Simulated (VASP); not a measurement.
Here is a VASP 6.6.1 calculation.

The input INCAR:

```
SYSTEM = Nb
PREC     = Accurate       ! precision mode
ENCUT    = 520            ! plane-wave cutoff, eV
EDIFF    = 1E-8           ! SCF threshold, eV
ISMEAR   = -1             ! smearing method
SIGMA    = 0.08           ! smearing width, eV
LREAL    = .False.        ! projectors in reciprocal space
LASPH    = .True.         ! aspherical terms in the spheres
NELM     = 100            ! most SCF steps
ALGO     = Normal         ! electronic algorithm
ISIF     = 2              ! what is computed and relaxed
LWAVE    = .False.        ! write WAVECAR
LCHARG   = .False.        ! write CHGCAR
GGA      = PS             ! functional
LEFG     = .True.       
NBANDS   = 12             ! bands
```

The input KPOINTS:

```
Automatic mesh
0
Gamma
  13 13 13
  0 0 0
```

POSCAR

```
Nb
1.0
    0.0000000000      2.1150000000      2.1573000000
    2.1150000000      0.0000000000      2.1573000000
    2.1150000000      2.1150000000      0.0000000000
Nb
1
Direct
    0.0000000000      0.0000000000      0.0000000000
```

Potentials or basis: VASP PAW PBE potentials, release 64 (Nb_sv).

Launch:

```console
$ cat potpaw_PBE.64/Nb_sv/POTCAR > POTCAR
$ mpirun -np 1 vasp_std > vasp.out
```

Question: What does it give for the pressure?

Answer: -9.9 GPa.

Electric field gradients, principal values (V/Å²):
```
atom  least  middle  greatest (by size)
1 Nb  5.050   5.050             -10.100
```

Caveat: the cell differs from its parent crystal (zz strain of +2 %); without QUAD_EFG the Cq values of the log hold for a quadrupole moment of 1 mb, not for the nuclei; the PAW data sets were made with another functional, which shifts forces and pressure a little.
